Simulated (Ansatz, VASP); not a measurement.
**BN in VASP and in Ansatz**

```
CELL_PARAMETERS angstrom
2.64571 0.00000 0.00000
-1.32285 2.29125 0.00000
0.00000 0.00000 4.37613
ATOMIC_POSITIONS crystal
B 0.33333 0.66667 0.99966
B 0.66667 0.33333 0.49966
N 0.33333 0.66667 0.37534
N 0.66667 0.33333 0.87534
```

Change from the starting cell: hydrostatic strain +4.0%.

Alike in both runs: task single point; functional r2SCAN; k mesh 12 × 12 × 6; no spin polarisation.

```csv
,VASP,Ansatz
version,VASP 6.6.1,Ansatz 0.2.0
potentials or method,"VASP PAW PBE potentials, release 64 (B, N)","plane waves, PAW"
plane-wave cutoff (eV),520,500
occupations,"gaussian, width 0.01 eV",fixed
valence electrons in the cell,16,16
```

```csv
,VASP,Ansatz,Ansatz less VASP
gap on the k mesh at the Fermi level (eV),5.91,5.94,+0.024
pressure (GPa),-36.4,-37.1,-0.68
"traceless stress, the component that is largest in VASP (GPa)",0.07,0.10,+0.031
```

VASP's potentials were made for PBE, not for r2SCAN. Both programs put the cell under strong tension, so it lies far from rest at this level.

Noted on VASP's run: the cell as given lies far from equilibrium.
